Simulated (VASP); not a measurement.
Write the native input for VASP 6.6.1 that does the following.

| Quantity | Value |
| --- | --- |
| Task | single point |
| Functional | LDA |
| Potentials or basis | VASP PAW LDA potentials, release 64 (Zr_sv, B) |
| Cutoff | 520 eV |
| k mesh | 18 × 18 × 18 |
| Occupations | gaussian, width 0.15 eV |
| Spin | no spin polarisation |
| Dipole correction | no |
| Further INCAR settings | ALGO = Normal; EDIFF = 1e-07; NBANDS = 14 |

The structure of ZrB lies in POSCAR:

```
ZrB
1.0
    0.0000000000      2.3799293143      2.6869401958
    2.3799293143      0.0000000000      2.6869401958
    2.3799293143      2.3799293143      0.0000000000
Zr B
1 1
Direct
    0.0000000000      0.0000000000      0.0000000000
    0.5000000000      0.5000000000      0.5000000000
```

This cell differs from its parent crystal: volume 15.219 Å^3 an atom, c/a of the conventional cell 1.1290.

These files were run (other wordings do the same):

INCAR

```
SYSTEM = ZrB
ALGO = Normal
EDIFF = 1E-7
ENCUT = 520
ISIF = 2
ISMEAR = 0
LASPH = .True.
LCHARG = .True.
LELF = .True.
LREAL = .False.
LVHAR = .True.
LWAVE = .False.
NBANDS = 14
NELM = 80
PREC = Accurate
SIGMA = 0.15
```

KPOINTS

```
k-points
0
Gamma
  18 18 18
  0 0 0
```

Potentials or basis: VASP PAW LDA potentials, release 64 (Zr_sv, B).

Run with:

```bash
$ cat potpaw_LDA.64/Zr_sv/POTCAR potpaw_LDA.64/B/POTCAR > POTCAR
$ mpirun -np 1 vasp_std > vasp.out
```

It gave:

```yaml
Pressure: -7.8 GPa
```

Run time: 84 s on 1 thread of Intel(R) Xeon(R) 6975P-C (Granite Rapids), with other jobs on the host, peak memory 0.31 GiB.
